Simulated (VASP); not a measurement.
# SnO2 (Pnnm) in VASP: a series of runs, part 2 of 3

VASP 6.6.1. The steps go on from the part before.

### Step 4. Single point, PBEsol

This run uses another cell than the first one, of 12.84 Å³/atom, 1.085 times its volume.

INCAR

```
SYSTEM = SnO2
ALGO = Normal ; EDIFF = 1E-6
ENCUT = 520 ; GGA = PS
ISIF = 2 ; ISMEAR = 0
LASPH = .TRUE. ; LCHARG = .FALSE.
LREAL = .FALSE. ; LWAVE = .FALSE.
NBANDS = 35 ; NELM = 80
PREC = Accurate ; SIGMA = 0.01
```

KPOINTS

```
k-points
0
G
  4 4 6
  0 0 0
```

POSCAR

```
SnO2
1.0
    4.8197135599      0.0000000000      0.0000000000
    0.0000000000      4.8988119591      0.0000000000
    0.0000000000      0.0000000000      3.2623615262
Sn O
2 4
Direct
    0.5000000000      0.5000000000      0.5000000000
    0.0000000000      0.0000000000      0.0000000000
    0.2918550000      0.3210420000      0.0000000000
    0.7918550000      0.1789580000      0.5000000000
    0.2081450000      0.8210420000      0.5000000000
    0.7081450000      0.6789580000      0.0000000000
```

Potentials or basis: VASP PAW PBE potentials, release 64 (Sn_d, O).

On the command line:

```bash
$ cat potpaw_PBE.64/Sn_d/POTCAR potpaw_PBE.64/O/POTCAR > POTCAR
$ mpirun -np 1 vasp_std > vasp.out
```

OUTCAR:

```text
SYSTEM = SnO2
   EDIFF = 1E-6
   ENCUT = 520
   GGA = PS
   ISIF = 2
   ISMEAR = 0
   LASPH = .TRUE.
   LREAL = .FALSE.
   NELM = 80
   PREC = Accurate

 ion  position               nearest neighbor table
   1  0.500  0.500  0.500-   3 2.11   6 2.11   3 2.11   6 2.11   5 2.11   4 2.11
   2  0.000  0.000  0.000-   4 2.11   5 2.11   4 2.11   5 2.11   3 2.11   6 2.11
   3  0.292  0.321  0.000-   1 2.11   1 2.11   2 2.11
   4  0.792  0.179  0.500-   2 2.11   2 2.11   1 2.11
   5  0.208  0.821  0.500-   2 2.11   2 2.11   1 2.11
   6  0.708  0.679  0.000-   1 2.11   1 2.11   2 2.11

  LATTYP: Found a simple orthorhombic cell.
 ALAT       =     3.2623615262
 B/A-ratio  =     1.4773695439
 C/A-ratio  =     1.5016152930

  Lattice vectors:

 A1 = (   0.0000000000,   0.0000000000,   3.2623615262)
 A2 = (   4.8197135599,   0.0000000000,   0.0000000000)
 A3 = (   0.0000000000,   4.8988119591,   0.0000000000)

Analysis of symmetry for initial positions (statically):
=====================================================================
 Subroutine PRICEL returns:
 Original cell was already a primitive cell.

 Routine SETGRP: Setting up the symmetry group for a
 simple orthorhombic supercell.

 Subroutine GETGRP returns: Found  8 space group operations
 (whereof  4 operations were pure point group operations)
 out of a pool of  8 trial point group operations.

The static configuration has the point symmetry C_2h.
 The point group associated with its full space group is D_2h.

Analysis of symmetry for dynamics (positions and initial velocities):
=====================================================================
 Subroutine PRICEL returns:
 Original cell was already a primitive cell.

 Routine SETGRP: Setting up the symmetry group for a
 simple orthorhombic supercell.

 Subroutine GETGRP returns: Found  8 space group operations
 (whereof  4 operations were pure point group operations)
 out of a pool of  8 trial point group operations.

The dynamic configuration has the point symmetry C_2h.
 The point group associated with its full space group is D_2h.

 Subroutine INISYM returns: Found  8 space group operations
 (whereof  4 operations are pure point group operations),
 and found     1 'primitive' translations

----------------------------------------------------------------------------------------

                                     Primitive cell

  volume of cell :      77.0272

  direct lattice vectors                    reciprocal lattice vectors
     4.819713560  0.000000000  0.000000000     0.207481210  0.000000000  0.000000000
     0.000000000  4.898811959  0.000000000     0.000000000  0.204131126  0.000000000
     0.000000000  0.000000000  3.262361526     0.000000000  0.000000000  0.306526420

  length of vectors
     4.819713560  4.898811959  3.262361526     0.207481210  0.204131126  0.306526420

  position of ions in fractional coordinates (direct lattice)
     0.500000000  0.500000000  0.500000000
     0.000000000  0.000000000  0.000000000
     0.291855000  0.321042000  0.000000000
     0.791855000  0.178958000  0.500000000
     0.208145000  0.821042000  0.500000000
     0.708145000  0.678958000  0.000000000
[... 35 lines left out ...]

 Following reciprocal coordinates:
            Coordinates               Weight
  0.000000  0.000000  0.000000      1.000000
  0.250000  0.000000  0.000000      2.000000
  0.500000  0.000000  0.000000      1.000000
  0.000000  0.250000  0.000000      2.000000
  0.250000  0.250000  0.000000      4.000000
  0.500000  0.250000  0.000000      2.000000
[... 16 lines left out ...]
  0.250000  0.250000  0.333333      8.000000
  0.500000  0.250000  0.333333      4.000000
 [... further k-points ...]
   k-points           NKPTS =     36   k-points in BZ     NKDIM =     36   number of bands    NBANDS=     35
   number of dos      NEDOS =    301   number of ions     NIONS =      6
   total plane-waves  NPLWV =  31104
   dimension x,y,z NGX =    36 NGY =   36 NGZ =   24
   dimension x,y,z NGXF=    72 NGYF=   72 NGZF=   48
   ions per type =               2   4
   NGX,Y,Z   is equivalent  to a cutoff of  12.42, 12.22, 12.23 a.u.
   NGXF,Y,Z  is equivalent  to a cutoff of  24.83, 24.43, 24.46 a.u.
 SYSTEM =  SnO2
   PREC   = accura    normal or accurate (medium, high low for compatibility)
   ISTART =      0    job   : 0-new  1-cont  2-samecut
   ICHARG =      2    charge: 1-file 2-atom 10-const
   ISPIN  =      1    spin polarized calculation?
   LNONCOLLINEAR =      F non collinear calculations
   LSORBIT =      F    spin-orbit coupling
   LASPH  =      T    aspherical Exc in radial PAW
   ENCUT  =  520.0 eV  38.22 Ry    6.18 a.u.   8.96  9.11  6.07*2*pi/ulx,y,z
   NELM   =     80;   NELMIN=  2; NELMDL= -5     # of ELM steps
   EDIFF  = 0.1E-05   stopping-criterion for ELM
   LREAL  =      F    real-space projection
   EDIFFG = 0.1E-04   stopping-criterion for IOM
   NSW    =      0    number of steps for IOM
   IBRION =     -1    ionic relax: 0-MD 1-quasi-New 2-CG
   NFREE  =      0    steps in history (QN), initial steepest desc. (CG)
   ISIF   =      2    stress and relaxation
   ISYM   =      2    0-nonsym 1-usesym 2-fastsym
   POTIM  = 0.5000    time-step for ionic-motion
   TEBEG  =    0.0;   TEEND  =   0.0 temperature during run
   PSTRESS=    0.0 pullay stress
   NELECT =      52.0000    total number of electrons
   NUPDOWN=      -1.0000    fix difference up-down
   EMIN   =  10.00;   EMAX   =-10.00  energy-range for DOS
   EFERMI =   0.00;   METHOD = LEGACY
   ISMEAR =     0;   SIGMA  =   0.01  broadening in eV -4-tet -1-fermi 0-gaus
   EFERMI_NEDOS =   21; number of points for ismear=-14 and -15
   IALGO  =     38    algorithm
   IMIX   =      4    mixing-type and parameters
     AMIX     =   0.40;   BMIX     =  1.00
     AMIX_MAG =   1.60;   BMIX_MAG =  1.00
  volume/ion in A,a.u.               =      12.84        86.63
  Fermi-wavevector in a.u.,A,eV,Ry     =   1.436133  2.713897 28.061707  2.062477
  Thomas-Fermi vector in A             =   2.555355
   LORBIT       =      0    0 simple, 1 ext, 2 COOP (PROOUT), +10 PAW based schemes
   GGA     = PS    functional components
   LHFCALC =     F    Hartree Fock is set to
   AEXX    =    0.0000 exact exchange contribution
   IVDW    =     0    specifies the selected vdW correction
   LEPSILON=     F    determine dielectric tensor
   LRPA    =     F    only Hartree local field effects (RPA)
 non-spin polarized calculation
 Gauss-broadening in eV      SIGMA  =   0.01
  energy-cutoff  :      520.00
  volume of cell :       77.03
 maximum number of plane-waves:      2104
 NGX is ok and might be reduce to    36
   NGX = 17   NGY = 19   NGZ = 13

 number of electron      51.9999980 magnetization

 Free energy of the ion-electron system (eV)
  ---------------------------------------------------
  ext. energy  EPLUGINS =         0.00000000
  ---------------------------------------------------
  free energy    TOTEN  =       -39.55018246 eV

  energy without entropy =      -39.55018246  energy(sigma->0) =      -39.55018246

 E-fermi :   5.1040     XC(G=0): -11.1495

 val. band max:        5.0447495572   @ k =   0.0000   0.0000   0.0000
 cond. band min:       5.6096227752   @ k =   0.0000   0.0000   0.0000
 fundamental gap:      0.5648732180
 Fermi energy:         5.1040346819

 k-point     1 :       0.0000    0.0000    0.0000
  band No.  band energies     occupation
      1     -15.7463      2.00000
      2     -15.1268      2.00000
      3     -14.9506      2.00000
      4     -14.9241      2.00000
      5     -14.9210      2.00000
      6     -14.8602      2.00000
[... 901 lines left out ...]
     34      15.9698      0.00000
     35      17.4310      0.00000

 [... further k-points ...]

------------------------ aborting loop because EDIFF is reached ----------------------------------------

  FORCE on cell =-STRESS in cart. coord.  units (eV):
  Direction    XX          YY          ZZ          XY          YZ          ZX
  --------------------------------------------------------------------------------------
  -------------------------------------------------------------------------------------
  Total       -3.9412798     -4.0454213     -4.9288708      0.0000000      0.0000000      0.0000000
  in kB      -81.9792165    -84.1453769   -102.5212597      0.0000000      0.0000000      0.0000000
  external PRESSURE =     -89.5486177 kB  Pullay stress =       0.0000000 kB

 VOLUME and BASIS-vectors are now :
 -----------------------------------------------------------------------------
  energy-cutoff  :      520.00
  volume of cell :       77.03
      direct lattice vectors                 reciprocal lattice vectors
     4.819713560  0.000000000  0.000000000     0.207481210  0.000000000  0.000000000
     0.000000000  4.898811959  0.000000000     0.000000000  0.204131126  0.000000000
     0.000000000  0.000000000  3.262361526     0.000000000  0.000000000  0.306526420

 POSITION                                       TOTAL-FORCE (eV/Angst)
 -----------------------------------------------------------------------------------
      2.40986      2.44941      1.63118         0.000000      0.000000      0.000000
      0.00000      0.00000      0.00000         0.000000      0.000000      0.000000
      1.40666      1.57272      0.00000         0.158459      0.016102      0.000000
      3.81651      0.87668      1.63118         0.158459     -0.016102      0.000000
      1.00320      4.02213      1.63118        -0.158459      0.016102     -0.000000
      3.41306      3.32609      0.00000        -0.158459     -0.016102     -0.000000
 -----------------------------------------------------------------------------------
    total drift:                                0.000000      0.000000      0.000000

  FREE ENERGIE OF THE ION-ELECTRON SYSTEM (eV)
  ---------------------------------------------------
  free  energy   TOTEN  =       -39.5501824641 eV

  energy  without entropy=      -39.5501824641  energy(sigma->0) =      -39.55018246
```

OSZICAR:

```text
N       E                     dE             d eps       ncg     rms          rms(c)
DAV:   1     0.626060255281E+03    0.62606E+03   -0.25395E+04  2812   0.227E+03
DAV:   2     0.543419503276E+02   -0.57172E+03   -0.54113E+03  2736   0.606E+02
DAV:   3    -0.399047648451E+02   -0.94247E+02   -0.92458E+02  2821   0.205E+02
DAV:   4    -0.447633601809E+02   -0.48586E+01   -0.48249E+01  3145   0.504E+01
DAV:   5    -0.448961167227E+02   -0.13276E+00   -0.13255E+00  3206   0.872E+00    0.143E+01
DAV:   6    -0.395724345740E+02    0.53237E+01   -0.15057E+01  3912   0.617E+01    0.588E+00
DAV:   7    -0.396095804306E+02   -0.37146E-01   -0.17240E+00  2813   0.726E+00    0.308E+00
DAV:   8    -0.395604901276E+02    0.49090E-01   -0.20509E-01  3595   0.346E+00    0.700E-01
DAV:   9    -0.395495690619E+02    0.10921E-01   -0.32079E-02  3746   0.261E+00    0.117E-01
DAV:  10    -0.395501519644E+02   -0.58290E-03   -0.41530E-03  3451   0.627E-01    0.480E-02
DAV:  11    -0.395501850101E+02   -0.33046E-04   -0.18832E-04  4074   0.141E-01    0.267E-02
DAV:  12    -0.395501852512E+02   -0.24107E-06   -0.12737E-05  3312   0.255E-02    0.159E-02
DAV:  13    -0.395501825131E+02    0.27381E-05   -0.96628E-06  3259   0.261E-02    0.209E-03
DAV:  14    -0.395501824641E+02    0.49001E-07   -0.56190E-07  1561   0.583E-03
   1 F= -.39550182E+02 E0= -.39550182E+02  d E =-.319811E-19
```

stdout:

```text
POSCAR found type information on POSCAR SnO
 POSCAR found :  2 types and       6 ions
 scaLAPACK will be used
 -----------------------------------------------------------------------------
|                                                                             |
|                                                                             |
|     You enforced a specific xc type in the INCAR file but a different       |
|     I HOPE YOU KNOW WHAT YOU ARE DOING!                                     |
|                                                                             |
 -----------------------------------------------------------------------------

 LDA part: xc-table for (Slater+PW92), standard interpolation
 POSCAR, INCAR and KPOINTS ok, starting setup
 FFT: planning ... GRIDC
 FFT: planning ... GRID_SOFT
 FFT: planning ... GRID
 WAVECAR not read
 entering main loop
```

Wall time 63 s (1 thread of Intel Xeon Platinum 8124M at 3.00GHz (Skylake/Cascade Lake), shared host); peak memory 0.22 GiB.

Results:

* Free energy: -39.5502 eV
* Pressure: -9.0 GPa
* Largest force: 0.159 eV/Å
* Band gap on the k mesh: 0.56 eV, direct

Forces in eV/Å, atoms in the order of the input:
```
Sn   0.000  0.000  0.000
Sn   0.000  0.000  0.000
O    0.158  0.016  0.000
O    0.158 -0.016  0.000
O   -0.158  0.016  0.000
O   -0.158 -0.016  0.000
```

Levels at points of the mesh, in eV from the valence-band top:
| k point | band 24 | band 25 | band 26 | band 27 | band 28 | band 29 |
| --- | --- | --- | --- | --- | --- | --- |
| (0.00, 0.00, 0.00) | -0.58 | -0.58 | 0.00 | 0.56 | 5.48 | 5.84 |
| (0.50, 0.00, 0.00) | -1.10 | -0.40 | -0.40 | 3.62 | 3.62 | 6.43 |
| (0.00, 0.50, 0.00) | -1.09 | -0.52 | -0.52 | 3.78 | 3.78 | 6.86 |
| (0.50, 0.50, 0.00) | -1.22 | -0.68 | -0.68 | 4.10 | 4.10 | 6.96 |
| (0.00, 0.00, 0.50) | -1.38 | -1.00 | -1.00 | 5.37 | 5.37 | 9.14 |
| (0.50, 0.00, 0.50) | -0.77 | -0.70 | -0.70 | 5.67 | 5.67 | 7.50 |
| (0.00, 0.50, 0.50) | -0.97 | -0.59 | -0.59 | 5.58 | 5.58 | 7.28 |
| (0.50, 0.50, 0.50) | -0.79 | -0.61 | -0.61 | 4.17 | 4.17 | 8.44 |

Caveat: the PAW data sets were made with another functional, which shifts forces and pressure a little; spin-orbit coupling is left out, which moves the levels of the heavy elements. PBEsol gaps usually lie below the measured ones, often by a third to a half.

[end of part 2 of 3]
